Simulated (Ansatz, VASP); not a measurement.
SnBiO2: VASP beside Ansatz

```
Sn Bi O
1.0
     3.91614    0.00000    0.00000
     0.00000    3.91614    0.00000
     0.00000    0.00000    5.54490
Sn Bi O
1 1 2
Direct
  0.50000 0.50000 0.50000
  0.00000 0.00000 0.00000
  0.00000 0.50000 0.24297
  0.50000 0.00000 0.75703
```

Change from the starting cell: species swapped into the InAgTe2 type (P-4m2, No. 115).

Alike in both runs: functional PBE; k mesh 12 × 12 × 8; occupations gaussian, width 0.1 eV; no spin polarisation.

Ansatz relaxed the structure, and its values are those at the end. VASP's run is a single point on that final structure, the one shown.

|  | VASP | Ansatz |
| --- | --- | --- |
| version | VASP 6.6.1 | Ansatz 0.2.0 |
| potentials or method | VASP PAW PBE potentials, release 64 (Sn_d, Bi_d, O), cutoff 520 eV | scalar-relativistic, plane waves, PAW |
| valence electrons in the cell | 41 | 41 |

```tsv
	VASP	Ansatz	Ansatz less VASP
gap on the k mesh at the Fermi level (eV)	none	none	-
pressure (GPa)	0.0	0.0	0.00
```

A gap of «none» marks a metal or a gap that the smearing closes.

Neither program's run includes spin-orbit coupling.
